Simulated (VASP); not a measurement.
**PtS2: single point with PBE-based screened hybrid with 20 % exact exchange**

Crystal: PtS2.

```
Pt S
1.0
     3.55262    0.00000    0.00000
    -1.77631    3.07666    0.00000
     0.00000    0.00000    5.12283
Pt S
1 2
Direct
  0.00000 0.00000 0.00000
  0.33333 0.66667 0.23925
  0.66667 0.33333 0.76075
```

- Program: VASP 6.6.1
- Task: single point
- Functional: PBE-based screened hybrid with 20 % exact exchange
- Potentials or basis: VASP PAW PBE potentials, release 64 (Pt, S)
- Cutoff: 520 eV
- k mesh: 6 × 6 × 2
- Occupations: gaussian, width 0.01 eV
- Spin: no spin polarisation

- Pressure: -0.1 GPa
- Largest force: 0.280 eV/Å
- Band gap on the k mesh: 1.17 eV (least direct gap 2.02 eV)

Forces in eV/Å, atoms in the order of the input:
```
Pt   0.000  0.000  0.000
S    0.000  0.000 -0.280
S    0.000  0.000  0.280
```

Stress tensor (GPa, compression positive):
```
-0.34  0.00  0.00
 0.00 -0.34  0.00
 0.00  0.00  0.40
```

Levels at points of the mesh, in eV from the valence-band top:
```
           k point  band 8  band 9  band 10  band 11  band 12  band 13  band 14  band 15
(0.00, 0.00, 0.00)   -2.44   -1.11    -1.11     0.00     2.49     2.49     5.22     6.07
(0.50, 0.00, 0.00)   -3.52   -3.39    -3.33    -2.75     1.94     3.01     6.03     7.02
(0.00, 0.00, 0.50)   -2.72   -1.40    -1.34    -1.34     3.05     3.05     6.07     7.79
(0.50, 0.00, 0.50)   -3.61   -3.18    -2.92    -1.56     2.12     2.67     5.70     6.02
```

It took 26 min on 1 thread of Oxide Virtual Turin-like Processor, on a shared host, peak memory 0.25 GiB.

Caveat: the k points lie up to 0.61 Å⁻¹ apart; the PAW data sets were made with another functional, which shifts forces and pressure a little; spin-orbit coupling is left out, which moves the levels of the heavy elements. A k mesh can miss the band edges.
